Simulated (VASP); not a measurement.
# Co (P6_3/mmc) in VASP: further runs, part 2 of 2

VASP 6.6.1. The steps go on from the part before.

## Step 3: Single point, PBE, collinear spin, ferromagnetic start

This run uses another cell than the first one, of 10.69 Å³/atom.

Contents of INCAR:

```
SYSTEM = Co
PREC = Accurate
ENCUT = 600
EDIFF = 1E-6
ISMEAR = -1
SIGMA = 0.05
LREAL = .FALSE.
LASPH = .TRUE.
NELM = 200
ALGO = Normal
ISIF = 2
LWAVE = .FALSE.
LCHARG = .TRUE.
ISPIN = 2
MAGMOM = 4 4 4 4
LORBIT = 11
NUPDOWN = 16.0
LMAXMIX = 4
GGA = PE
LELF = .TRUE.
LVHAR = .TRUE.
NBANDS = 46
GGA_COMPAT = .FALSE.
```

Contents of KPOINTS:

```
Automatic mesh
0
G
  10 10 3
  0 0 0
```

Contents of POSCAR:

```
Co
1.0
    2.4705617809      0.0000000000      0.0000000000
   -1.2352808905      2.1395692639      0.0000000000
    0.0000000000      0.0000000000      8.0882338000
Co
4
Direct
    0.6666666667      0.3333333333      0.7500000000
    0.0000000000      0.0000000000      0.5000000000
    0.3333333333      0.6666666667      0.2500000000
    0.0000000000      0.0000000000      0.0000000000
```

Potentials or basis: VASP PAW PBE potentials, release 64 (Co_sv).

Command:

```console
$ cat potpaw_PBE.64/Co_sv/POTCAR > POTCAR
$ mpirun -np 1 vasp_std > vasp.out
```

Wall time 3.9 min (1 thread of Intel Xeon Platinum 8259CL at 2.50GHz (Skylake/Cascade Lake), shared host); peak memory 0.24 GiB.

Results (log left out):

```
Free energy                                           : -4.2883 eV
Pressure                                              : 113.7 GPa
Net moment                                            : 16.00 μB per cell
Site moments                                          : Co +3.33, +3.34 (each value once) μB
Valence electrons inside the program's atomic spheres : Co 14.87
```

Stress tensor (GPa, compression positive):
```
111.72   0.00   0.00
  0.00 111.72   0.00
  0.00   0.00 117.64
```

Caveat: the cell stands under pressure; the total moment is fixed, so each spin has its own Fermi level.

## Step 4: Single point, PBE exchange alone, collinear spin, ferromagnetic start

This run uses another cell than the first one, of 10.69 Å³/atom.

Contents of INCAR:

```
PREC = Accurate
ENCUT = 520
EDIFF = 1E-6
ISMEAR = -1
SIGMA = 0.05
LREAL = F
LASPH = T
NELM = 150
ALGO = Fast
ISIF = 2
LWAVE = F
LCHARG = F
ISPIN = 2
MAGMOM = 2 2 2 2
LORBIT = 11
LMAXMIX = 4
GGA = PE
ALDAC = 0.0
AGGAC = 0.0
NBANDS = 30
```

Contents of KPOINTS:

```
regular mesh
0
Gamma
  12 12 4
```

POSCAR is that of step 3.

Potentials or basis: VASP PAW PBE potentials, release 64 (Co).

Command:

```console
$ cat potpaw_PBE.64/Co/POTCAR > POTCAR
$ mpirun -np 1 vasp_std > vasp.out
```

OUTCAR:

```text
PREC = Accurate
   ENCUT = 520
   EDIFF = 1E-6
   ISMEAR = -1
   LREAL = F
   LASPH = T
   NELM = 150
   ISIF = 2
   ISPIN = 2
   LORBIT = 11
   GGA = PE

 ion  position               nearest neighbor table
   1  0.667  0.333  0.750-   2 2.47   4 2.47   2 2.47   4 2.47   2 2.47   4 2.47
   2  0.000  0.000  0.500-   1 2.47   3 2.47   1 2.47   3 2.47   1 2.47   3 2.47
   3  0.333  0.667  0.250-   2 2.47   4 2.47   2 2.47   4 2.47   2 2.47   4 2.47
   4  0.000  0.000  0.000-   1 2.47   3 2.47   1 2.47   3 2.47   1 2.47   3 2.47

  LATTYP: Found a hexagonal cell.
 ALAT       =     2.4705617809
 C/A-ratio  =     3.2738439745
[... 1816 lines left out ...]
     2.470561781  0.000000000  0.000000000     0.404766239  0.233691897  0.000000000
    -1.235280890  2.139569264  0.000000000     0.000000000  0.467383794  0.000000000
     0.000000000  0.000000000  8.088233800     0.000000000  0.000000000  0.123636386

 POSITION                                       TOTAL-FORCE (eV/Angst)
 -----------------------------------------------------------------------------------
      1.23528      0.71319      6.06618         0.000000     -0.000000      0.000000
      0.00000      0.00000      4.04412        -0.000000      0.000000      0.000000
     -0.00000      1.42638      2.02206         0.000000      0.000000      0.000000
      0.00000      0.00000      0.00000        -0.000000      0.000000      0.000000
 -----------------------------------------------------------------------------------
    total drift:                                0.000000     -0.000000      0.000000

  FREE ENERGIE OF THE ION-ELECTRON SYSTEM (eV)
  ---------------------------------------------------
  free  energy   TOTEN  =       -20.3120083652 eV

  energy  without entropy=      -20.2805675280  energy(sigma->0) =      -20.29628795

 total charge

# of ion       s       p       d       tot
------------------------------------------
    1        0.498   0.532   7.287   8.317
    2        0.499   0.528   7.296   8.323
    3        0.498   0.532   7.287   8.317
    4        0.499   0.528   7.296   8.323
--------------------------------------------------
tot          1.993   2.120  29.166  33.280

 magnetization (x)

# of ion       s       p       d       tot
------------------------------------------
    1       -0.014  -0.058   1.789   1.718
    2       -0.014  -0.055   1.769   1.701
    3       -0.014  -0.058   1.789   1.718
    4       -0.014  -0.055   1.769   1.701
--------------------------------------------------
tot         -0.055  -0.226   7.117   6.836
```

stdout:

```text
POSCAR found type information on POSCAR Co
 POSCAR found :  1 types and       4 ions
 scaLAPACK will be used
 LDA part: xc-table for (Slater+PW92), standard interpolation
 POSCAR, INCAR and KPOINTS ok, starting setup
 FFT: planning ... GRIDC
 FFT: planning ... GRID_SOFT
 FFT: planning ... GRID
 WAVECAR not read
 entering main loop
```

Run time: 3 min. Hardware: 1 thread of Intel Xeon 6975P-C (Granite Rapids), shared host; peak memory 0.21 GiB.

Results:

| Item | Value |
| --- | --- |
| Free energy | -20.3120 eV |
| Pressure | 32.2 GPa |
| Net moment | 6.76 μB per cell |
| Site moments | Co +1.72, +1.70 (each value once) μB |
| Valence electrons inside the program's atomic spheres | Co 8.32 |

Levels at points of the mesh, in eV from the Fermi level:
Spin up:
```csv
k point,band 18,band 19,band 20,band 21,band 22,band 23,band 24,band 25,band 26,band 27
"(0.00, 0.00, 0.00)",-1.74,-1.74,-1.42,-1.42,-1.03,-1.03,-0.20,6.11,14.81,14.81
"(0.50, 0.00, 0.00)",-0.78,-0.77,-0.75,0.33,1.43,2.43,3.07,6.93,6.96,10.44
"(0.00, 0.00, 0.50)",-1.90,-1.90,-1.90,-1.20,-1.20,-1.20,-1.20,9.19,9.19,20.96
"(0.50, 0.00, 0.50)",-0.92,-0.79,-0.79,1.21,1.21,2.78,2.78,7.31,7.31,9.29
```
Spin down:
```csv
k point,band 10,band 11,band 12,band 13,band 14,band 15,band 16,band 17,band 18,band 19
"(0.00, 0.00, 0.00)",-1.12,-1.12,-0.83,-0.83,-0.79,-0.79,-0.30,0.11,0.11,0.46
"(0.50, 0.00, 0.00)",-1.12,-0.80,-0.07,-0.02,0.55,1.26,1.28,1.30,1.31,1.35
"(0.00, 0.00, 0.50)",-1.03,-1.03,-1.03,-0.93,-0.93,-0.93,-0.93,0.29,0.29,0.29
"(0.50, 0.00, 0.50)",-0.83,-0.83,-0.83,-0.22,-0.22,0.87,0.87,1.27,1.27,1.37
```

Caveat: the cell stands under pressure.

## Step 5: Overview

| level | potentials or basis | fixed moment (μB) | cell | k mesh | cutoff (eV) | gap on the mesh (eV) | pressure (GPa) | moment (μB) |
| --- | --- | --- | --- | --- | --- | --- | --- | --- |
| PBEsol+D4 | VASP PAW PBE potentials, release 64 (Co_sv) | - | a = 2.447, b = 2.447, c = 7.914 Å, angles 90.0, 90.0, 120.0°, 4 atoms | 12 × 12 × 4 | 600 | none | -4.0 | 6.38 |
| PBE | VASP PAW PBE potentials, release 64 (Co_sv) | 16.0 | a = 2.471, b = 2.471, c = 8.088 Å, angles 90.0, 90.0, 120.0°, 4 atoms | 10 × 10 × 3 | 600 | - | 113.7 | 16.00 |
| PBE exchange alone | VASP PAW PBE potentials, release 64 (Co) | - | a = 2.471, b = 2.471, c = 8.088 Å, angles 90.0, 90.0, 120.0°, 4 atoms | 12 × 12 × 4 | 520 | none | 32.2 | 6.76 |

Alike in all rows: task single point; spin collinear, ferromagnetic start; smearing fermi-dirac 0.05 eV.

Caveats: the cell stands under pressure (at least some runs); the cell stands under tension (at least some runs); the PAW data sets were made with another functional, which shifts forces and pressure a little (at least some runs); the total moment is fixed, so each spin has its own Fermi level (at least some runs).

Total energies depend on the potentials used, so only differences within one code and one set of settings carry meaning.
